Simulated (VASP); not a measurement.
# Lu (P6_3/mmc) in VASP: further runs

Runs on Lu. Level: PBE. Tasks: single point.

Program: VASP 6.6.1. These are calculated values, not measurements. Logs are shortened: lines on timing, memory, paths and dates and some standing lists are left out, and cuts for length are marked.

## Step 1: The cell of the first run

It takes space group P6_3/mmc (No. 194, hexagonal). Conventional cell: a = 3.507 Å, b = 3.507 Å, c = 5.477 Å, α = 90.00°, β = 90.00°, γ = 120.00°. Lu (site symmetry -6m2) has 12 Lu at 3.41 to 3.51 Å within 4.5 Å.

## Step 2: Single point, PBE

File INCAR:

```
  PREC = Accurate
  ENCUT = 520
  EDIFF = 1E-6
  ISMEAR = -1
  SIGMA = 0.1
  LREAL = F
  LASPH = T
  NELM = 80
  ALGO = Normal
  ISIF = 2
  LWAVE = F
  LCHARG = T
  GGA = PE
  LELF = T
  LVHAR = T
  NBANDS = 32
```

File KPOINTS:

```
Automatic mesh
0
Gamma
  15 15 9
```

File POSCAR:

```
Lu
1.0
    3.5070808964      0.0000000000      0.0000000000
   -1.7535404482      3.0372211494      0.0000000000
    0.0000000000      0.0000000000      5.4772888711
Lu
2
Direct
    0.3333333333      0.6666666667      0.2500000000
    0.6666666667      0.3333333333      0.7500000000
```

Potentials or basis: VASP PAW PBE potentials, release 64 (Lu).

Launch:

```sh
$ cat potpaw_PBE.64/Lu/POTCAR > POTCAR
$ mpirun -np 1 vasp_std > vasp.out
```

OUTCAR:

```text
PREC = Accurate
   ENCUT = 520
   EDIFF = 1E-6
   ISMEAR = -1
   LREAL = F
   LASPH = T
   NELM = 80
   ISIF = 2
   GGA = PE

 ion  position               nearest neighbor table
   1  0.333  0.667  0.250-   2 3.41   2 3.41   2 3.41   2 3.41   2 3.41   2 3.41
   2  0.667  0.333  0.750-   1 3.41   1 3.41   1 3.41   1 3.41   1 3.41   1 3.41

  LATTYP: Found a hexagonal cell.
 ALAT       =     3.5070808964
 C/A-ratio  =     1.5617800196

  Lattice vectors:

 A1 = (   3.5070808964,   0.0000000000,   0.0000000000)
 A2 = (  -1.7535404482,   3.0372211494,   0.0000000000)
 A3 = (   0.0000000000,   0.0000000000,   5.4772888711)

Analysis of symmetry for initial positions (statically):
=====================================================================
 Subroutine PRICEL returns:
 Original cell was already a primitive cell.

 Routine SETGRP: Setting up the symmetry group for a
 hexagonal supercell.

 Subroutine GETGRP returns: Found 24 space group operations
 (whereof 12 operations were pure point group operations)
 out of a pool of 24 trial point group operations.

The static configuration has the point symmetry D_3d.
 The point group associated with its full space group is D_6h.

Analysis of symmetry for dynamics (positions and initial velocities):
=====================================================================
 Subroutine PRICEL returns:
 Original cell was already a primitive cell.

 Routine SETGRP: Setting up the symmetry group for a
 hexagonal supercell.

 Subroutine GETGRP returns: Found 24 space group operations
 (whereof 12 operations were pure point group operations)
 out of a pool of 24 trial point group operations.

The dynamic configuration has the point symmetry D_3d.
 The point group associated with its full space group is D_6h.

 Subroutine INISYM returns: Found 24 space group operations
 (whereof 12 operations are pure point group operations),
 and found     1 'primitive' translations

----------------------------------------------------------------------------------------

                                     Primitive cell

  volume of cell :      58.3429

  direct lattice vectors                    reciprocal lattice vectors
     3.507080896  0.000000000  0.000000000     0.285137420  0.164624166  0.000000000
    -1.753540448  3.037221149  0.000000000     0.000000000  0.329248333  0.000000000
     0.000000000  0.000000000  5.477288871     0.000000000  0.000000000  0.182572076

  length of vectors
     3.507080896  3.507080896  5.477288871     0.329248333  0.329248333  0.182572076

  position of ions in fractional coordinates (direct lattice)
     0.333333333  0.666666667  0.250000000
     0.666666667  0.333333333  0.750000000

  ion indices of the primitive-cell ions
   primitive index   ion index
                 1           1
                 2           2

----------------------------------------------------------------------------------------

 KPOINTS: Automatic mesh

Automatic generation of k-mesh.
 Grid dimensions read from file:
 generate k-points for:   15   15    9

 Generating k-lattice:

  Cartesian coordinates                     Fractional coordinates (reciprocal lattice)
     0.019009161  0.010974944  0.000000000     0.066666667  0.000000000  0.000000000
     0.000000000  0.021949889  0.000000000     0.000000000  0.066666667  0.000000000
     0.000000000  0.000000000  0.020285786     0.000000000  0.000000000  0.111111111

  Length of vectors
     0.021949889  0.021949889  0.020285786

  Shift w.r.t. Gamma in fractional coordinates (k-lattice)
     0.000000000  0.000000000  0.000000000

 Subroutine IBZKPT returns following result:
 ===========================================

 Found    135 irreducible k-points:

 Following reciprocal coordinates:
            Coordinates               Weight
  0.000000  0.000000  0.000000      1.000000
  0.066667  0.000000  0.000000      6.000000
  0.133333  0.000000  0.000000      6.000000
  0.200000  0.000000  0.000000      6.000000
  0.266667  0.000000  0.000000      6.000000
  0.333333  0.000000  0.000000      6.000000
[... 16 lines left out ...]
  0.333333  0.200000  0.000000     12.000000
  0.400000  0.200000  0.000000      6.000000
 [... further k-points ...]
   k-points           NKPTS =    135   k-points in BZ     NKDIM =    135   number of bands    NBANDS=     32
   number of dos      NEDOS =    301   number of ions     NIONS =      2
   total plane-waves  NPLWV =  32928
   dimension x,y,z NGX =    28 NGY =   28 NGZ =   42
   dimension x,y,z NGXF=    56 NGYF=   56 NGZF=   84
   ions per type =               2
   NGX,Y,Z   is equivalent  to a cutoff of  13.27, 13.27, 12.75 a.u.
   NGXF,Y,Z  is equivalent  to a cutoff of  26.55, 26.55, 25.50 a.u.
 SYSTEM =  unknown system
   PREC   = accura    normal or accurate (medium, high low for compatibility)
   ISTART =      0    job   : 0-new  1-cont  2-samecut
   ICHARG =      2    charge: 1-file 2-atom 10-const
   ISPIN  =      1    spin polarized calculation?
   LNONCOLLINEAR =      F non collinear calculations
   LSORBIT =      F    spin-orbit coupling
   LASPH  =      T    aspherical Exc in radial PAW
   ENCUT  =  520.0 eV  38.22 Ry    6.18 a.u.   6.52  6.52 10.18*2*pi/ulx,y,z
   NELM   =     80;   NELMIN=  2; NELMDL= -5     # of ELM steps
   EDIFF  = 0.1E-05   stopping-criterion for ELM
   LREAL  =      F    real-space projection
   EDIFFG = 0.1E-04   stopping-criterion for IOM
   NSW    =      0    number of steps for IOM
   IBRION =     -1    ionic relax: 0-MD 1-quasi-New 2-CG
   NFREE  =      0    steps in history (QN), initial steepest desc. (CG)
   ISIF   =      2    stress and relaxation
   ISYM   =      2    0-nonsym 1-usesym 2-fastsym
   POTIM  = 0.5000    time-step for ionic-motion
   TEBEG  =    0.0;   TEEND  =   0.0 temperature during run
   PSTRESS=    0.0 pullay stress
   NELECT =      50.0000    total number of electrons
   NUPDOWN=      -1.0000    fix difference up-down
   EMIN   =  10.00;   EMAX   =-10.00  energy-range for DOS
   EFERMI =   0.00;   METHOD = LEGACY
   ISMEAR =    -1;   SIGMA  =   0.10  broadening in eV -4-tet -1-fermi 0-gaus
   EFERMI_NEDOS =   21; number of points for ismear=-14 and -15
   IALGO  =     38    algorithm
   IMIX   =      4    mixing-type and parameters
     AMIX     =   0.40;   BMIX     =  1.00
     AMIX_MAG =   1.60;   BMIX_MAG =  1.00
  volume/ion in A,a.u.               =      29.17       196.86
  Fermi-wavevector in a.u.,A,eV,Ry     =   1.555018  2.938559 32.900009  2.418082
  Thomas-Fermi vector in A             =   2.659020
   LORBIT       =      0    0 simple, 1 ext, 2 COOP (PROOUT), +10 PAW based schemes
   GGA     = PE    functional components
   LHFCALC =     F    Hartree Fock is set to
   AEXX    =    0.0000 exact exchange contribution
   IVDW    =     0    specifies the selected vdW correction
   LEPSILON=     F    determine dielectric tensor
   LRPA    =     F    only Hartree local field effects (RPA)
 non-spin polarized calculation
  energy-cutoff  :      520.00
  volume of cell :       58.34
 maximum number of plane-waves:      1622
 NGX is ok and might be reduce to    28
   NGX = 13   NGY = 13   NGZ = 21

 number of electron      49.9999992 magnetization

 Free energy of the ion-electron system (eV)
  ---------------------------------------------------
  ext. energy  EPLUGINS =         0.00000000
  ---------------------------------------------------
  free energy    TOTEN  =        -9.09758673 eV

  energy without entropy =       -8.98983132  energy(sigma->0) =       -9.04370902

 E-fermi :   2.2113     XC(G=0): -10.6558

 val. band max:        2.2110160309   @ k =   0.4000   0.0000   0.2222
 cond. band min:       2.2140262133   @ k =   0.2000   0.2000   0.2222
 fundamental gap:      0.0030101824
 Fermi energy:         2.2113314823

 k-point     1 :       0.0000    0.0000    0.0000
  band No.  band energies     occupation
      1     -53.9789      2.00000
      2     -53.9434      2.00000
      3     -24.9250      2.00000
      4     -24.4962      2.00000
      5     -24.4962      2.00000
      6     -24.4116      2.00000
[... 24 lines left out ...]
     31       5.6551      0.00000
     32       5.6551      0.00000

 k-point     2 :       0.0667    0.0000    0.0000
  band No.  band energies     occupation
      1     -53.9778      2.00000
      2     -53.9430      2.00000
      3     -24.9179      2.00000
      4     -24.5102      2.00000
      5     -24.5011      2.00000
      6     -24.4266      2.00000
[... 24 lines left out ...]
     31       5.4939      0.00000
     32       5.5431      0.00000

 k-point     3 :       0.1333    0.0000    0.0000
  band No.  band energies     occupation
      1     -53.9749      2.00000
      2     -53.9421      2.00000
      3     -24.8972      2.00000
      4     -24.5499      2.00000
      5     -24.5146      2.00000
      6     -24.4682      2.00000
[... 24 lines left out ...]
     31       5.4020      0.00000
     32       5.5278      0.00000

 k-point     4 :       0.2000    0.0000    0.0000
  band No.  band energies     occupation
      1     -53.9705      2.00000
      2     -53.9409      2.00000
      3     -24.8648      2.00000
      4     -24.6085      2.00000
      5     -24.5340      2.00000
      6     -24.5279      2.00000
[... 24 lines left out ...]
     31       5.8104      0.00000
     32       5.9883      0.00000

 k-point     5 :       0.2667    0.0000    0.0000
  band No.  band energies     occupation
      1     -53.9651      2.00000
      2     -53.9398      2.00000
      3     -24.8237      2.00000
      4     -24.6762      2.00000
      5     -24.5944      2.00000
      6     -24.5555      2.00000
[... 584 lines left out ...]
     31       6.9119      0.00000
     32       7.8256      0.00000

 k-point    22 :       0.2667    0.2000    0.0000
  band No.  band energies     occupation
      1     -53.9534      2.00000
      2     -53.9392      2.00000
      3     -24.7495      2.00000
      4     -24.7224      2.00000
      5     -24.7078      2.00000
      6     -24.6039      2.00000
[... 24 lines left out ...]
     31       7.2911      0.00000
     32       8.5305      0.00000

 k-point    23 :       0.3333    0.2000    0.0000
  band No.  band energies     occupation
      1     -53.9495      2.00000
      2     -53.9399      2.00000
      3     -24.7802      2.00000
      4     -24.7064      2.00000
      5     -24.6826      2.00000
      6     -24.6377      2.00000
[... 24 lines left out ...]
     31       7.5630      0.00000
     32       8.5789      0.00000

 k-point    24 :       0.4000    0.2000    0.0000
  band No.  band energies     occupation
      1     -53.9478      2.00000
      2     -53.9405      2.00000
      3     -24.7908      2.00000
      4     -24.7007      2.00000
      5     -24.6632      2.00000
      6     -24.6551      2.00000
[... 24 lines left out ...]
     31       7.7096      0.00000
     32       8.4299      0.00000

 [... further k-points ...]

------------------------ aborting loop because EDIFF is reached ----------------------------------------

  FORCE on cell =-STRESS in cart. coord.  units (eV):
  Direction    XX          YY          ZZ          XY          YZ          ZX
  --------------------------------------------------------------------------------------
  -------------------------------------------------------------------------------------
  Total        0.1208187      0.1208187      0.1495412      0.0000000      0.0000000      0.0000000
  in kB        3.3178506      3.3178506      4.1066123      0.0000000      0.0000000      0.0000000
  external PRESSURE =       3.5807712 kB  Pullay stress =       0.0000000 kB

 VOLUME and BASIS-vectors are now :
 -----------------------------------------------------------------------------
  energy-cutoff  :      520.00
  volume of cell :       58.34
      direct lattice vectors                 reciprocal lattice vectors
     3.507080896  0.000000000  0.000000000     0.285137420  0.164624166  0.000000000
    -1.753540448  3.037221149  0.000000000     0.000000000  0.329248333  0.000000000
     0.000000000  0.000000000  5.477288871     0.000000000  0.000000000  0.182572076

 POSITION                                       TOTAL-FORCE (eV/Angst)
 -----------------------------------------------------------------------------------
     -0.00000      2.02481      1.36932         0.000000      0.000000      0.000000
      1.75354      1.01241      4.10797        -0.000000      0.000000      0.000000
 -----------------------------------------------------------------------------------
    total drift:                               -0.000000      0.000000     -0.000000

  FREE ENERGIE OF THE ION-ELECTRON SYSTEM (eV)
  ---------------------------------------------------
  free  energy   TOTEN  =        -9.0975867291 eV

  energy  without entropy=       -8.9898313191  energy(sigma->0) =       -9.04370902
```

Run time: 4.1 min. Hardware: 1 thread of Intel Xeon 6975P-C (Granite Rapids), shared host; peak memory 0.33 GiB.

What came out:

```
Free energy            : -9.0976 eV
Pressure               : 0.4 GPa
Band gap on the k mesh : zero (bands 25 and 26 overlap by 1.67 eV)
```

Stress tensor (GPa, compression positive):
```
0.33 0.00 0.00
0.00 0.33 0.00
0.00 0.00 0.41
```

Caveat: spin-orbit coupling is left out, which moves the levels of the heavy elements.

## Step 3: Single point, PBE

File INCAR:

```
SYSTEM = Lu
PREC = Accurate
ENCUT = 520
EDIFF = 1E-7
ISMEAR = -1
SIGMA = 0.1
LREAL = .False.
LASPH = .True.
NELM = 60
ALGO = Normal
ISIF = 2
LWAVE = .False.
LCHARG = .True.
GGA = PE
LELF = .True.
LVHAR = .True.
NBANDS = 32
```

File KPOINTS:

```
Automatic mesh
0
Gamma
  2 2 1
  0 0 0
```

POSCAR is that of step 2.

Potentials or basis: VASP PAW PBE potentials, release 64 (Lu).

Launch:

```sh
$ cat potpaw_PBE.64/Lu/POTCAR > POTCAR
$ mpirun -np 1 vasp_std > vasp.out
```

Wall time 26 s (1 thread of Intel Xeon 8259CL, shared host); peak memory 0.18 GiB.

Results (log left out):

```yaml
Free_energy: -10.1556 eV
Pressure: -9.0 GPa
Band_gap_on_the_k_mesh: zero (bands 25 and 26 overlap by 1.04 eV)
```

Stress tensor (GPa, compression positive):
```
-9.43  0.00  0.00
 0.00 -9.43  0.00
 0.00  0.00 -8.14
```

Levels at points of the mesh, in eV from the Fermi level:
| k point | band 21 | band 22 | band 23 | band 24 | band 25 | band 26 | band 27 | band 28 |
| --- | --- | --- | --- | --- | --- | --- | --- | --- |
| (0.00, 0.00, 0.00) | -4.44 | -4.39 | -4.38 | -1.91 | 1.10 | 2.68 | 2.68 | 3.05 |
| (0.50, 0.00, 0.00) | -4.41 | -4.41 | -1.92 | -0.87 | -0.39 | 0.06 | 2.02 | 2.28 |

Caveat: the k points lie up to 1.15 Å⁻¹ apart, too coarse for converged energies and pressures of a metal; spin-orbit coupling is left out, which moves the levels of the heavy elements.

## Step 4: Single point, PBE

File INCAR:

```
SYSTEM = Lu
PREC = Accurate ; ENCUT = 520
EDIFF = 1E-6 ; ISMEAR = -1
SIGMA = 0.1 ; LREAL = .False.
LASPH = .True. ; NELM = 80
ALGO = Normal ; ISIF = 2
LWAVE = .False. ; LCHARG = .False.
GGA = PE ; NBANDS = 32
```

File KPOINTS:

```
regular mesh
0
Gamma
  3 3 2
  0 0 0
```

POSCAR is that of step 3.

Launch:

```sh
$ cat potpaw_PBE.64/Lu/POTCAR > POTCAR
$ mpirun -np 1 vasp_std > vasp.out
```

Wall time 21 s (1 thread of Intel Xeon 8259CL, shared host); peak memory 0.18 GiB.

It converged, with:

```yaml
Free_energy: -8.9602 eV
Pressure: -0.5 GPa
Band_gap_on_the_k_mesh: zero (bands 25 and 26 overlap by 1.84 eV)
```

Stress tensor (GPa, compression positive):
```
-0.25  0.00  0.00
 0.00 -0.25  0.00
 0.00  0.00 -1.06
```

Levels at points of the mesh, in eV from the Fermi level:
| k point | band 21 | band 22 | band 23 | band 24 | band 25 | band 26 | band 27 | band 28 |
| --- | --- | --- | --- | --- | --- | --- | --- | --- |
| (0.00, 0.00, 0.00) | -4.90 | -4.90 | -4.89 | -2.44 | 0.67 | 2.15 | 2.15 | 2.61 |
| (0.00, 0.00, 0.50) | -4.89 | -4.89 | -4.38 | -4.38 | 1.21 | 1.21 | 2.06 | 2.06 |

Caveat: the k points lie up to 0.69 Å⁻¹ apart, too coarse for converged energies and pressures of a metal; spin-orbit coupling is left out, which moves the levels of the heavy elements.

## Step 5: Single point, PBE

File INCAR:

```
  ALGO = Normal
  EDIFF = 1E-6
  ENCUT = 520
  GGA = PE
  ISIF = 2
  ISMEAR = -1
  LASPH = T
  LCHARG = T
  LELF = T
  LREAL = F
  LVHAR = T
  LWAVE = F
  NBANDS = 32
  NELM = 60
  PREC = Accurate
  SIGMA = 0.1
```

File KPOINTS:

```
k-points
0
Gamma
  4 4 2
```

POSCAR is that of step 4.

Launch:

```sh
$ cat potpaw_PBE.64/Lu/POTCAR > POTCAR
$ mpirun -np 1 vasp_std > vasp.out
```

It took 25 s on 1 thread of Intel Xeon 8259CL, shared host; peak memory 0.18 GiB.

Results (log left out):

```yaml
Free_energy: -9.0798 eV
Pressure: 1.2 GPa
Band_gap_on_the_k_mesh: zero (bands 25 and 26 overlap by 1.64 eV)
```

Stress tensor (GPa, compression positive):
```
0.60 0.00 0.00
0.00 0.60 0.00
0.00 0.00 2.29
```

Levels at points of the mesh, in eV from the Fermi level:
```csv
k point,band 22,band 23,band 24,band 25,band 26,band 27
"(0.00, 0.00, 0.00)",-4.97,-4.96,-2.48,0.57,2.09,2.09
"(0.50, 0.00, 0.00)",-4.97,-2.43,-1.48,-0.92,-0.45,1.51
"(0.00, 0.00, 0.50)",-4.96,-4.44,-4.44,1.13,1.13,2.00
"(0.50, 0.00, 0.50)",-4.99,-2.18,-2.18,0.01,0.01,1.28
```

Caveat: the k points lie up to 0.57 Å⁻¹ apart, too coarse for converged energies and pressures of a metal; spin-orbit coupling is left out, which moves the levels of the heavy elements.

(Part 1 of 2 ends here.)
